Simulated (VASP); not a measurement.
Write the native input for VASP 6.6.1 that does the following.

| Item | Value |
| --- | --- |
| Task | single point |
| Functional | LDA |
| Potentials or basis | VASP PAW LDA potentials, release 64 (Ge_d) |
| Cutoff | 520 eV |
| k mesh | 9 × 9 × 9 |
| Occupations | fermi-dirac, width 0.02 eV |
| Spin | no spin polarisation |
| Dipole correction | no |
| Further INCAR settings | ALGO = Normal; EDIFF = 1e-06; NBANDS = 21 |

The structure of Ge lies in POSCAR:

```
Ge
1.0
   -2.5744900000      2.5744900000      1.3974130000
    2.5744900000     -2.5744900000      1.3974130000
    2.5744900000      2.5744900000     -1.3974130000
Ge
2
Direct
    0.2500000000      0.7500000000      0.5000000000
    0.5000000000      0.5000000000      0.0000000000
```

One way to write it, as run:

INCAR

```
PREC = Accurate
ENCUT = 520
EDIFF = 1E-6
ISMEAR = -1
SIGMA = 0.02
LREAL = F
LASPH = T
NELM = 60
ALGO = Normal
ISIF = 2
LWAVE = F
LCHARG = F
NBANDS = 21
```

KPOINTS

```
regular mesh
0
Gamma
  9 9 9
```

Potentials or basis: VASP PAW LDA potentials, release 64 (Ge_d).

Command:

```bash
$ cat potpaw_LDA.64/Ge_d/POTCAR > POTCAR
$ mpirun -np 1 vasp_std > vasp.out
```

Results of the run:

```json
{"Pressure": "-2.6 GPa", "Band gap on the k mesh": "zero (band 14 reaches 7.95 eV, above the bottom of band 15 at 3.05 eV)"}
```

Wall time 38 s on 1 thread of Intel Xeon 6975P-C, on a shared host, peak memory 0.18 GiB.
